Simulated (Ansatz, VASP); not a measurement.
# Two plane-wave programs on SrBr3

```xyz
4
Lattice="0.0000 3.9279 3.9279 3.9279 0.0000 3.9279 3.9279 3.9279 0.0000" Properties=species:S:1:pos:R:3 pbc="T T T"
Sr    0.0000    0.0000    0.0000
Br    1.9640    1.9640    1.9640
Br    5.8919    5.8919    5.8919
Br    3.9279    3.9279    3.9279
```

Change from the starting cell: species swapped into the CaEu3 type (Fm-3m, No. 225).

Alike in both runs: functional PBE; k mesh 4 × 4 × 4; occupations gaussian, width 0.1 eV; no spin polarisation.

Ansatz relaxed the structure, and its values are those at the end. VASP's run is a single point on that final structure, the one shown.

|  | VASP | Ansatz |
| --- | --- | --- |
| version | VASP 6.6.1 | Ansatz 0.2.0 |
| potentials or method | VASP PAW PBE potentials, release 64 (Sr_sv, Br), cutoff 520 eV | scalar-relativistic, plane waves, PAW |
| valence electrons in the cell | 31 | 31 |

```tsv
	VASP	Ansatz	Ansatz less VASP
gap on the k mesh at the Fermi level (eV)	none	none	-
pressure (GPa)	-0.3	-0.3	-0.04
```

A gap of «none» marks a metal or a gap that the smearing closes.
